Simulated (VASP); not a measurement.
Here is a VASP 6.6.1 calculation.

Contents of POSCAR:

```
InP
1.0
    0.0000000000      2.9536850844      2.9536850844
    2.9536850844      0.0000000000      2.9536850844
    2.9536850844      2.9536850844      0.0000000000
In P
1 1
Direct
    0.0000000000      0.0000000000      0.0000000000
    0.7500000000      0.7500000000      0.7500000000
```

INCAR.step1

```
  PREC = Accurate
  ENCUT = 550
  ISMEAR = 0
  SIGMA = 0.01
  LREAL = F
  LASPH = T
  NELM = 120
  GGA = PE
  ALGO = Normal
  EDIFF = 1E-5
  LWAVE = T
  LCHARG = F
  GGA_COMPAT = F
  IBRION = 2
  ISIF = 3
  EDIFFG = -0.005
  NELMIN = 4
  NSW = 100
```

Contents of INCAR.step2:

```
  PREC = Accurate
  ENCUT = 550
  EDIFF = 1E-7
  ISMEAR = 0
  SIGMA = 0.01
  LREAL = F
  LASPH = T
  NELM = 120
  ALGO = Normal
  ISIF = 3
  LWAVE = F
  LCHARG = F
  METAGGA = R2SCAN
  LMIXTAU = T
  IBRION = 2
  NSW = 100
  EDIFFG = -0.002
  PSTRESS = 100.0
  ISTART = 1
  GGA_COMPAT = F
  NELMIN = 4
```

The input KPOINTS:

```
regular mesh
0
Gamma
  8 8 8
```

Potentials or basis: VASP PAW PBE potentials, release 64 (In_d, P).

Launch:

```bash
$ cat potpaw_PBE.64/In_d/POTCAR potpaw_PBE.64/P/POTCAR > POTCAR
$ cp INCAR.step1 INCAR
$ mpirun -np 1 vasp_std > vasp.out
$ cp INCAR.step2 INCAR
$ mpirun -np 1 vasp_std > vasp.out
```

Question: Predict the space group after relaxing (to 0.1 Å).

Answer: F-43m (No. 216).

Question: Estimate the relaxed volume.

Answer: 22.97 Å³/atom.

Question: Estimate the relaxed cell.

Answer: a = 4.020 Å, b = 4.020 Å, c = 4.020 Å, α = 60.00°, β = 60.00°, γ = 60.00°.

Question: Estimate the band gap on the k mesh.

Answer: 1.70 eV.

Final structure:
```yaml
crystal:
  lattice:
    - [0.00000, 2.84275, 2.84275]
    - [2.84275, 0.00000, 2.84275]
    - [2.84275, 2.84275, 0.00000]
  atoms:
    - { symbol: In, position: [0.00000, 0.00000, 0.00000] }
    - { symbol: P, position: [0.75000, 0.75000, 0.75000] }
```

Caveat: the cell is relaxed towards a set pressure, so the run minimises the enthalpy, not the energy; the PAW data sets were made with another functional, which shifts forces and pressure a little; spin-orbit coupling is left out, which moves the levels of the heavy elements. A k mesh can miss the band edges.
